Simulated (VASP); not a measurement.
A run of VASP 6.6.1:

The input INCAR:

```
SYSTEM = CdF2
PREC = Accurate ; ENCUT = 520
EDIFF = 1E-6 ; ISMEAR = 0
SIGMA = 0.05 ; LREAL = .FALSE.
LASPH = .TRUE. ; NELM = 100
ALGO = Normal ; ISIF = 2
LWAVE = .FALSE. ; LCHARG = .TRUE.
LELF = .TRUE. ; LVHAR = .TRUE.
NBANDS = 20
```

Contents of KPOINTS:

```
Automatic mesh
0
G
  8 8 8
  0 0 0
```

The input POSCAR:

```
CdF2
1.0
    0.0000000000      2.6488277134      2.6488277134
    2.4501656349      0.0000000000      2.6488277134
    2.4501656349      2.6488277134      0.0000000000
Cd F
1 2
Direct
    0.0000000000      0.0000000000      0.0000000000
    0.2500000000      0.2500000000      0.2500000000
    0.7500000000      0.7500000000      0.7500000000
```

Potentials or basis: VASP PAW LDA potentials, release 64 (Cd, F).

Command:

```sh
$ cat potpaw_LDA.64/Cd/POTCAR potpaw_LDA.64/F/POTCAR > POTCAR
$ mpirun -np 1 vasp_std > vasp.out
```

Hardware: 1 thread of Intel(R) Xeon(R) 6975P-C (Granite Rapids) (shared host).

Q: How long does it take, and how much memory?

A: Run time: 16 s on 1 thread of Intel(R) Xeon(R) 6975P-C (Granite Rapids), on a shared host, peak memory 0.16 GiB. Counts: scf iterations 12, k points 59.
